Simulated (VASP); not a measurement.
# N2 in VASP: further runs

N2 is run at these levels: PBE; tasks: single point, relaxation of the atoms.

Program: VASP 6.6.1. These are calculated values, not measurements. Logs are shortened: lines on timing, memory, paths and dates and some standing lists are left out, and cuts for length are marked.

## 1. The cell of the first run

The cell holds a molecule in a box, 2 atoms: a = 9.000 Å, b = 9.500 Å, c = 10.000 Å, α = 90.00°, β = 90.00°, γ = 90.00°.

## 2. Single point, PBE

The input, INCAR:

```
SYSTEM = N
ALGO = Normal ; EDIFF = 1E-7
ENCUT = 520 ; GGA = PE
ISIF = 2 ; ISMEAR = -1
LASPH = .True. ; LCHARG = .False.
LREAL = .False. ; LWAVE = .False.
NBANDS = 12 ; NELM = 100
PREC = Accurate ; SIGMA = 0.02
```

The input, KPOINTS:

```
k-points
0
Gamma
  1 1 1
  0 0 0
```

The input, POSCAR:

```
N
1.0
    9.0000000000      0.0000000000      0.0000000000
    0.0000000000      9.5000000000      0.0000000000
    0.0000000000      0.0000000000     10.0000000000
N
2
Direct
    0.5000000000      0.5000000000      0.4448962402
    0.5000000000      0.5000000000      0.5551037598
```

Potentials or basis: VASP PAW PBE potentials, release 64 (N).

Launch:

```console
> cat potpaw_PBE.64/N/POTCAR > POTCAR
> mpirun -np 1 vasp_gam > vasp.out
```

OUTCAR:

```text
SYSTEM = N
   EDIFF = 1E-7
   ENCUT = 520
   GGA = PE
   ISIF = 2
   ISMEAR = -1
   LASPH = .True.
   LREAL = .False.
   NELM = 100
   PREC = Accurate

 ion  position               nearest neighbor table
   1  0.500  0.500  0.445-   2 1.10
   2  0.500  0.500  0.555-   1 1.10

  LATTYP: Found a simple orthorhombic cell.
 ALAT       =     9.0000000000
 B/A-ratio  =     1.0555555556
 C/A-ratio  =     1.1111111111

  Lattice vectors:

 A1 = (   9.0000000000,   0.0000000000,   0.0000000000)
 A2 = (   0.0000000000,   9.5000000000,   0.0000000000)
 A3 = (   0.0000000000,   0.0000000000,  10.0000000000)

Analysis of symmetry for initial positions (statically):
=====================================================================
 Subroutine PRICEL returns:
 Original cell was already a primitive cell.

 Routine SETGRP: Setting up the symmetry group for a
 simple orthorhombic supercell.

 Subroutine GETGRP returns: Found  8 space group operations
 (whereof  8 operations were pure point group operations)
 out of a pool of  8 trial point group operations.

The static configuration has the point symmetry D_2h.

Analysis of symmetry for dynamics (positions and initial velocities):
=====================================================================
 Subroutine PRICEL returns:
 Original cell was already a primitive cell.

 Routine SETGRP: Setting up the symmetry group for a
 simple orthorhombic supercell.

 Subroutine GETGRP returns: Found  8 space group operations
 (whereof  8 operations were pure point group operations)
 out of a pool of  8 trial point group operations.

The dynamic configuration has the point symmetry D_2h.

 Subroutine INISYM returns: Found  8 space group operations
 (whereof  8 operations are pure point group operations),
 and found     1 'primitive' translations

----------------------------------------------------------------------------------------

                                     Primitive cell

  volume of cell :     855.0000

  direct lattice vectors                    reciprocal lattice vectors
     9.000000000  0.000000000  0.000000000     0.111111111  0.000000000  0.000000000
     0.000000000  9.500000000  0.000000000     0.000000000  0.105263158  0.000000000
     0.000000000  0.000000000 10.000000000     0.000000000  0.000000000  0.100000000

  length of vectors
[... 55 lines left out ...]
   LASPH  =      T    aspherical Exc in radial PAW
   ENCUT  =  520.0 eV  38.22 Ry    6.18 a.u.  16.73 17.66 18.59*2*pi/ulx,y,z
   NELM   =    100;   NELMIN=  2; NELMDL= -5     # of ELM steps
   EDIFF  = 0.1E-06   stopping-criterion for ELM
   LREAL  =      F    real-space projection
   EDIFFG = 0.1E-05   stopping-criterion for IOM
   NSW    =      0    number of steps for IOM
   IBRION =     -1    ionic relax: 0-MD 1-quasi-New 2-CG
   NFREE  =      0    steps in history (QN), initial steepest desc. (CG)
   ISIF   =      2    stress and relaxation
   ISYM   =      2    0-nonsym 1-usesym 2-fastsym
   POTIM  = 0.5000    time-step for ionic-motion
   TEBEG  =    0.0;   TEEND  =   0.0 temperature during run
   PSTRESS=    0.0 pullay stress
   NELECT =      10.0000    total number of electrons
   NUPDOWN=      -1.0000    fix difference up-down
   EMIN   =  10.00;   EMAX   =-10.00  energy-range for DOS
   EFERMI =   0.00;   METHOD = LEGACY
   ISMEAR =    -1;   SIGMA  =   0.02  broadening in eV -4-tet -1-fermi 0-gaus
   EFERMI_NEDOS =   21; number of points for ismear=-14 and -15
   IALGO  =     38    algorithm
   IMIX   =      4    mixing-type and parameters
     AMIX     =   0.40;   BMIX     =  1.00
     AMIX_MAG =   1.60;   BMIX_MAG =  1.00
  volume/ion in A,a.u.               =     427.50      2884.91
  Fermi-wavevector in a.u.,A,eV,Ry     =   0.371609  0.702239  1.878872  0.138093
  Thomas-Fermi vector in A             =   1.299861
   LORBIT       =      0    0 simple, 1 ext, 2 COOP (PROOUT), +10 PAW based schemes
   GGA     = PE    functional components
   LHFCALC =     F    Hartree Fock is set to
   AEXX    =    0.0000 exact exchange contribution
   IVDW    =     0    specifies the selected vdW correction
   LEPSILON=     F    determine dielectric tensor
   LRPA    =     F    only Hartree local field effects (RPA)
 non-spin polarized calculation
  energy-cutoff  :      520.00
  volume of cell :      855.00
 maximum number of plane-waves:     11510
 NGX is ok and might be reduce to    70
   NGX = 33   NGY = 35   NGZ = 37

 number of electron      10.0000000 magnetization

 Free energy of the ion-electron system (eV)
  ---------------------------------------------------
  ext. energy  EPLUGINS =         0.00000000
  ---------------------------------------------------
  free energy    TOTEN  =       -16.64222326 eV

  energy without entropy =      -16.64222326  energy(sigma->0) =      -16.64222326

 E-fermi :  -9.4770     XC(G=0):  -0.6994

 val. band max:      -10.0416871128   @ k =   0.0000   0.0000   0.0000
 cond. band min:      -1.8411148293   @ k =   0.0000   0.0000   0.0000
 fundamental gap:      8.2005722834
 Fermi energy:        -9.4770268433

 k-point     1 :       0.0000    0.0000    0.0000
  band No.  band energies     occupation
      1     -28.1976      2.00000
      2     -13.3076      2.00000
      3     -11.4646      2.00000
      4     -11.4646      2.00000
      5     -10.0417      2.00000
      6      -1.8411      0.00000
      7      -1.8407      0.00000
      8      -0.2033      0.00000
      9       1.1807      0.00000
     10       1.2584      0.00000
     11       1.2795      0.00000
     12       1.4209      0.00000

------------------------ aborting loop because EDIFF is reached ----------------------------------------

  FORCE on cell =-STRESS in cart. coord.  units (eV):
  Direction    XX          YY          ZZ          XY          YZ          ZX
  --------------------------------------------------------------------------------------
  -------------------------------------------------------------------------------------
  Total       -0.0571588     -0.0554504      1.8437587     -0.0000000      0.0000000      0.0000000
  in kB       -0.1071095     -0.1039081      3.4550040     -0.0000000      0.0000000      0.0000000
  external PRESSURE =       1.0813288 kB  Pullay stress =       0.0000000 kB

 VOLUME and BASIS-vectors are now :
 -----------------------------------------------------------------------------
  energy-cutoff  :      520.00
  volume of cell :      855.00
      direct lattice vectors                 reciprocal lattice vectors
     9.000000000  0.000000000  0.000000000     0.111111111  0.000000000  0.000000000
     0.000000000  9.500000000  0.000000000     0.000000000  0.105263158  0.000000000
     0.000000000  0.000000000 10.000000000     0.000000000  0.000000000  0.100000000

 POSITION                                       TOTAL-FORCE (eV/Angst)
 -----------------------------------------------------------------------------------
      4.50000      4.75000      4.44896         0.000000      0.000000     -1.752952
      4.50000      4.75000      5.55104         0.000000      0.000000      1.752952
 -----------------------------------------------------------------------------------
    total drift:                                0.000000      0.000000      0.000000

  FREE ENERGIE OF THE ION-ELECTRON SYSTEM (eV)
  ---------------------------------------------------
  free  energy   TOTEN  =       -16.6422232570 eV

  energy  without entropy=      -16.6422232570  energy(sigma->0) =      -16.64222326
```

stdout:

```text
POSCAR found type information on POSCAR N
 POSCAR found :  1 types and       2 ions
 scaLAPACK will be used
 LDA part: xc-table for (Slater+PW92), standard interpolation
 POSCAR, INCAR and KPOINTS ok, starting setup
 FFT: planning ... GRIDC
 FFT: planning ... GRID_SOFT
 FFT: planning ... GRID
 WAVECAR not read
 entering main loop
```

Wall time 1.8 min (1 thread of Intel Xeon 8259CL, shared host); peak memory 0.74 GiB.

Results:

```
Free energy                     : -16.6422 eV
Largest force                   : 1.753 eV/Å
Gap between the frontier levels : 8.20 eV
```

Forces in eV/Å, atoms in the order of the input:
```
N    0.000  0.000 -1.753
N    0.000  0.000  1.753
```

Levels at points of the mesh, in eV from the valence-band top:
| k point | band 2 | band 3 | band 4 | band 5 | band 6 | band 7 | band 8 | band 9 |
| --- | --- | --- | --- | --- | --- | --- | --- | --- |
| (0.00, 0.00, 0.00) | -3.27 | -1.42 | -1.42 | 0.00 | 8.20 | 8.20 | 9.84 | 11.22 |

Caveat: the standard files for N, O and F lose accuracy on very short bonds.

## 3. Relaxation of the atoms, PBE

The input, INCAR:

```
SYSTEM = N
  PREC = Accurate
  ENCUT = 520
  EDIFF = 1E-7
  ISMEAR = -1
  SIGMA = 0.02
  LREAL = .False.
  LASPH = .True.
  NELM = 80
  ALGO = Normal
  ISIF = 2
  LWAVE = .False.
  LCHARG = .False.
  GGA = PE
  IBRION = 2
  NSW = 60
  EDIFFG = -0.01
```

The input, KPOINTS:

```
Automatic mesh
0
Gamma
  1 1 1
  0 0 0
```

The input, POSCAR:

```
N
1.0
    9.0000000000      0.0000000000      0.0000000000
    0.0000000000      9.5000000000      0.0000000000
    0.0000000000      0.0000000000     10.0000000000
N
2
Direct
    0.5000000000      0.5000000000      0.4445000000
    0.5000000000      0.5000000000      0.5555000000
```

Potentials or basis: VASP PAW PBE potentials, release 64 (N).

Launch:

```console
> cat potpaw_PBE.64/N/POTCAR > POTCAR
> mpirun -np 1 vasp_gam > vasp.out
```

OUTCAR:

```text
SYSTEM = N
   PREC = Accurate
   ENCUT = 520
   EDIFF = 1E-7
   ISMEAR = -1
   LREAL = .False.
   LASPH = .True.
   NELM = 80
   ISIF = 2
   GGA = PE
   IBRION = 2
   NSW = 60
   EDIFFG = -0.01

 ion  position               nearest neighbor table
   1  0.500  0.500  0.444-   2 1.11
   2  0.500  0.500  0.556-   1 1.11

  LATTYP: Found a simple orthorhombic cell.
 ALAT       =     9.0000000000
 B/A-ratio  =     1.0555555556
 C/A-ratio  =     1.1111111111

  Lattice vectors:

 A1 = (   9.0000000000,   0.0000000000,   0.0000000000)
 A2 = (   0.0000000000,   9.5000000000,   0.0000000000)
 A3 = (   0.0000000000,   0.0000000000,  10.0000000000)

Analysis of symmetry for initial positions (statically):
=====================================================================
 Subroutine PRICEL returns:
 Original cell was already a primitive cell.

 Routine SETGRP: Setting up the symmetry group for a
 simple orthorhombic supercell.

 Subroutine GETGRP returns: Found  8 space group operations
 (whereof  8 operations were pure point group operations)
 out of a pool of  8 trial point group operations.

The static configuration has the point symmetry D_2h.

Analysis of symmetry for dynamics (positions and initial velocities):
=====================================================================
 Subroutine PRICEL returns:
 Original cell was already a primitive cell.

 Routine SETGRP: Setting up the symmetry group for a
 simple orthorhombic supercell.

 Subroutine GETGRP returns: Found  8 space group operations
 (whereof  8 operations were pure point group operations)
 out of a pool of  8 trial point group operations.

The dynamic configuration has the point symmetry D_2h.

 Subroutine INISYM returns: Found  8 space group operations
 (whereof  8 operations are pure point group operations),
 and found     1 'primitive' translations

----------------------------------------------------------------------------------------

                                     Primitive cell

  volume of cell :     855.0000

  direct lattice vectors                    reciprocal lattice vectors
     9.000000000  0.000000000  0.000000000     0.111111111  0.000000000  0.000000000
     0.000000000  9.500000000  0.000000000     0.000000000  0.105263158  0.000000000
     0.000000000  0.000000000 10.000000000     0.000000000  0.000000000  0.100000000

  length of vectors
     9.000000000  9.500000000 10.000000000     0.111111111  0.105263158  0.100000000

  position of ions in fractional coordinates (direct lattice)
     0.500000000  0.500000000  0.444500000
     0.500000000  0.500000000  0.555500000

  ion indices of the primitive-cell ions
   primitive index   ion index
                 1           1
                 2           2

----------------------------------------------------------------------------------------

 KPOINTS: Automatic mesh

Automatic generation of k-mesh.
 Grid dimensions read from file:
 generate k-points for:    1    1    1

 Generating k-lattice:

  Cartesian coordinates                     Fractional coordinates (reciprocal lattice)
     0.111111111  0.000000000  0.000000000     1.000000000  0.000000000  0.000000000
     0.000000000  0.105263158  0.000000000     0.000000000  1.000000000  0.000000000
     0.000000000  0.000000000  0.100000000     0.000000000  0.000000000  1.000000000

  Length of vectors
     0.111111111  0.105263158  0.100000000

  Shift w.r.t. Gamma in fractional coordinates (k-lattice)
     0.000000000  0.000000000  0.000000000

 Subroutine IBZKPT returns following result:
 ===========================================

 Found      1 irreducible k-points:

 Following reciprocal coordinates:
            Coordinates               Weight
  0.000000  0.000000  0.000000      1.000000
   k-points           NKPTS =      1   k-points in BZ     NKDIM =      1   number of bands    NBANDS=      9
   number of dos      NEDOS =    301   number of ions     NIONS =      2
   total plane-waves  NPLWV = 403200
   dimension x,y,z NGX =    70 NGY =   72 NGZ =   80
   dimension x,y,z NGXF=   140 NGYF=  144 NGZF=  160
   ions per type =               2
   NGX,Y,Z   is equivalent  to a cutoff of  12.93, 12.60, 13.30 a.u.
   NGXF,Y,Z  is equivalent  to a cutoff of  25.86, 25.20, 26.60 a.u.
 SYSTEM =  N
   PREC   = accura    normal or accurate (medium, high low for compatibility)
   ISTART =      0    job   : 0-new  1-cont  2-samecut
   ICHARG =      2    charge: 1-file 2-atom 10-const
   ISPIN  =      1    spin polarized calculation?
   LNONCOLLINEAR =      F non collinear calculations
   LSORBIT =      F    spin-orbit coupling
   LASPH  =      T    aspherical Exc in radial PAW
   ENCUT  =  520.0 eV  38.22 Ry    6.18 a.u.  16.73 17.66 18.59*2*pi/ulx,y,z
   NELM   =     80;   NELMIN=  2; NELMDL= -5     # of ELM steps
   EDIFF  = 0.1E-06   stopping-criterion for ELM
   LREAL  =      F    real-space projection
   EDIFFG = -.1E-01   stopping-criterion for IOM
   NSW    =     60    number of steps for IOM
   IBRION =      2    ionic relax: 0-MD 1-quasi-New 2-CG
   NFREE  =      1    steps in history (QN), initial steepest desc. (CG)
   ISIF   =      2    stress and relaxation
   ISYM   =      2    0-nonsym 1-usesym 2-fastsym
   POTIM  = 0.5000    time-step for ionic-motion
   TEBEG  =    0.0;   TEEND  =   0.0 temperature during run
   PSTRESS=    0.0 pullay stress
   NELECT =      10.0000    total number of electrons
   NUPDOWN=      -1.0000    fix difference up-down
   EMIN   =  10.00;   EMAX   =-10.00  energy-range for DOS
   EFERMI =   0.00;   METHOD = LEGACY
   ISMEAR =    -1;   SIGMA  =   0.02  broadening in eV -4-tet -1-fermi 0-gaus
   EFERMI_NEDOS =   21; number of points for ismear=-14 and -15
   IALGO  =     38    algorithm
   IMIX   =      4    mixing-type and parameters
     AMIX     =   0.40;   BMIX     =  1.00
     AMIX_MAG =   1.60;   BMIX_MAG =  1.00
  volume/ion in A,a.u.               =     427.50      2884.91
  Fermi-wavevector in a.u.,A,eV,Ry     =   0.371609  0.702239  1.878872  0.138093
  Thomas-Fermi vector in A             =   1.299861
   LORBIT       =      0    0 simple, 1 ext, 2 COOP (PROOUT), +10 PAW based schemes
   GGA     = PE    functional components
   LHFCALC =     F    Hartree Fock is set to
   AEXX    =    0.0000 exact exchange contribution
   IVDW    =     0    specifies the selected vdW correction
   LEPSILON=     F    determine dielectric tensor
   LRPA    =     F    only Hartree local field effects (RPA)
 conjugate gradient relaxation of ions
 non-spin polarized calculation
  energy-cutoff  :      520.00
  volume of cell :      855.00
 maximum number of plane-waves:     11510
 NGX is ok and might be reduce to    70
   NGX = 33   NGY = 35   NGZ = 37

--------------------------------------- Ionic step        1  -------------------------------------------

 number of electron      10.0000001 magnetization

 Free energy of the ion-electron system (eV)
  ---------------------------------------------------
  ext. energy  EPLUGINS =         0.00000000
  ---------------------------------------------------
  free energy    TOTEN  =       -16.65105272 eV

  energy without entropy =      -16.65105272  energy(sigma->0) =      -16.65105272

------------------------ aborting loop because EDIFF is reached ----------------------------------------

  FORCE on cell =-STRESS in cart. coord.  units (eV):
  Direction    XX          YY          ZZ          XY          YZ          ZX
  --------------------------------------------------------------------------------------
  -------------------------------------------------------------------------------------
  Total       -0.0533838     -0.0517199      0.4607389      0.0000000      0.0000000      0.0000000
  in kB       -0.1000355     -0.0969175      0.8633747      0.0000000      0.0000000      0.0000000
  external PRESSURE =       0.2221406 kB  Pullay stress =       0.0000000 kB
[... 57 lines left out ...]
  energy  without entropy=      -16.5217247398  energy(sigma->0) =      -16.52172474

--------------------------------------- Ionic step        3  -------------------------------------------

 number of electron      10.0000001 magnetization

 Free energy of the ion-electron system (eV)
  ---------------------------------------------------
  ext. energy  EPLUGINS =         0.00000000
  ---------------------------------------------------
  free energy    TOTEN  =       -16.65182820 eV

  energy without entropy =      -16.65182820  energy(sigma->0) =      -16.65182820

 E-fermi :  -9.4571     XC(G=0):  -0.6957

 val. band max:      -10.0352777167   @ k =   0.0000   0.0000   0.0000
 cond. band min:      -1.9697756408   @ k =   0.0000   0.0000   0.0000
 fundamental gap:      8.0655020759
 Fermi energy:        -9.4571063166

 k-point     1 :       0.0000    0.0000    0.0000
  band No.  band energies     occupation
      1     -28.0219      2.00000
      2     -13.3877      2.00000
      3     -11.3731      2.00000
      4     -11.3731      2.00000
      5     -10.0353      2.00000
      6      -1.9698      0.00000
      7      -1.9694      0.00000
      8      -0.2019      0.00000
      9       1.1807      0.00000

------------------------ aborting loop because EDIFF is reached ----------------------------------------
[... 25 lines left out ...]
  FREE ENERGIE OF THE ION-ELECTRON SYSTEM (eV)
  ---------------------------------------------------
  free  energy   TOTEN  =       -16.6518282018 eV

  energy  without entropy=      -16.6518282018  energy(sigma->0) =      -16.65182820

 reached required accuracy - stopping structural energy minimisation
```

Wall time 3.5 min (1 thread of Intel Xeon 8259CL, shared host); peak memory 0.79 GiB.

Results:

```yaml
Free_energy: -16.6518 eV
Energy_gained_by_relaxing: 0.4 meV/atom
Ionic_steps: 3
Largest_force_after_relaxing: 0.003 eV/Å
Gap_between_the_frontier_levels: 8.07 eV
```

Forces on the atoms (eV/Å):
```
N    0.000  0.000  0.003
N    0.000  0.000 -0.003
```

The path:
| step | energy change (eV) | largest force (eV/Å) | pressure (GPa) |
| --- | --- | --- | --- |
| 1 | 0.0000 | 0.4880 | 0.02 |
| 2 | 0.1293 | 5.5979 | -0.41 |
| 3 | -0.0008 | 0.0030 | -0.01 |

Final structure:
```xyz
2
Lattice="9.0000 0.0000 0.0000 0.0000 9.5000 0.0000 0.0000 0.0000 10.0000" Properties=species:S:1:pos:R:3 pbc="T T T"
N     4.5000    4.7500    4.4434
N     4.5000    4.7500    5.5566
```

Levels at points of the mesh, in eV from the valence-band top:
| k point | band 1 | band 2 | band 3 | band 4 | band 5 | band 6 | band 7 | band 8 | band 9 |
| --- | --- | --- | --- | --- | --- | --- | --- | --- | --- |
| (0.00, 0.00, 0.00) | -17.99 | -3.35 | -1.34 | -1.34 | 0.00 | 8.07 | 8.07 | 9.83 | 11.22 |

Caveat: the standard files for N, O and F lose accuracy on very short bonds.
